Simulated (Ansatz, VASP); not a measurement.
# One calculation of TiTe2, two programs

The input INCAR:

```
  PREC = Accurate
  ENCUT = 520
  EDIFF = 1E-7
  ISMEAR = -1
  SIGMA = 0.03
  LREAL = F
  LASPH = T
  NELM = 60
  ALGO = Normal
  ISIF = 2
  LWAVE = F
  LCHARG = T
  GGA = PS
  LELF = T
  LVHAR = T
  NBANDS = 19
```

Contents of KPOINTS:

```
regular mesh
0
Gamma
  13 13 7
```

File POSCAR:

```
TiTe2
1.0
    3.8267039675      0.0000000000      0.0000000000
   -1.9133519838      3.3140228486      0.0000000000
    0.0000000000      0.0000000000      6.5835098060
Ti Te
1 2
Direct
    0.0000000000      0.0000000000      0.0000000000
    0.6666666667      0.3333333333      0.2628000000
    0.3333333333      0.6666666667      0.7372000000
```

Input for Ansatz:

```yaml
crystal:
  lattice:
    - [3.8267039675, 0.0, 0.0]
    - [-1.9133519838, 3.3140228486, 0.0]
    - [0.0, 0.0, 6.583509806]
  atoms:
    - { symbol: Ti, position: [0.0, 0.0, 0.0] }
    - { symbol: Te, position: [0.6666666667, 0.3333333333, 0.2628] }
    - { symbol: Te, position: [0.3333333333, 0.6666666667, 0.7372] }
kpoints:
  mp_grid: { grid: [13, 13, 7] }
  band_path:
    path:
      - [0.0, 0.0, 0.0]
      - [0.5, 0.0, 0.0]
      - [0.3333333333, 0.3333333333, 0.0]
      - [0.0, 0.0, 0.0]
      - [0.0, 0.0, 0.5]
      - [0.5, 0.0, 0.5]
      - [0.3333333333, 0.3333333333, 0.5]
      - [0.0, 0.0, 0.5]
      - [0.5, 0.0, 0.5]
    npoints: 5
scf:
  occupations: { method: fermi_dirac, width: 0.03 }
hamiltonian:
  xc: pbesol
  pseudopotentials: { kind: all_electron, lapw: { basis_error: 0.001 } }
output:
  forces: true
  stress: true
  eigenvalues: true
```

Change from the starting cell: volume scaled by 1.04.

Alike in both runs: task single point; functional PBEsol; k mesh 13 × 13 × 7; occupations fermi-dirac, width 0.03 eV; no spin polarisation.

|  | VASP | Ansatz |
| --- | --- | --- |
| version | VASP 6.6.1 | Ansatz 0.2.0 |
| potentials or method | VASP PAW PBE potentials, release 64 (Ti_sv, Te), cutoff 520 eV | all-electron LAPW, scalar-relativistic |

```tsv
	VASP	Ansatz	Ansatz less VASP
pressure (GPa)	-4.4	-4.4	-0.04
traceless stress, the component that is largest in VASP (GPa)	0.51	0.50	-0.013
rms of the force components (eV/Å)	0.189	0.198	+0.0092
```

VASP's potentials were made for PBE, not for PBEsol. Atom by atom the forces differ by 0.009 eV/Å (rms over components). Ansatz ran all-electron here, and VASP with PAW potentials.

Spin-orbit coupling is off throughout.
